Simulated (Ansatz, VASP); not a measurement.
## Two plane-wave programs on Mg

```
CELL_PARAMETERS angstrom
3.19067 0.00000 0.00000
-1.59533 2.76320 0.00000
0.00000 0.00000 5.10754
ATOMIC_POSITIONS crystal
Mg 0.33333 0.66667 0.25000
Mg 0.66667 0.33333 0.75000
```

Alike in both runs: functional PBEsol; k mesh 12 × 12 × 8; occupations fermi-dirac, width 0.1 eV; no spin polarisation.

Ansatz relaxed the structure, and its values are those at the end. VASP's run is a single point on that final structure, the one shown.

|  | VASP | Ansatz |
| --- | --- | --- |
| version | VASP 6.6.1 | Ansatz 0.2.0 |
| potentials or method | VASP PAW PBE potentials, release 64 (Mg) | PAW with Ansatz's default frozen-core files, scalar-relativistic |
| plane-wave cutoff (eV) | 520 | 420 |
| valence electrons in the cell | 4 | 20 |

|  | VASP | Ansatz | Ansatz less VASP |
| --- | --- | --- | --- |
| pressure (GPa) | 0.0 | 0.0 | +0.05 |

VASP's potentials were made for PBE, not for PBEsol. VASP's potentials hold 4 valence electrons a cell and Ansatz's 20, so a difference there can come from the potentials and not from the codes.
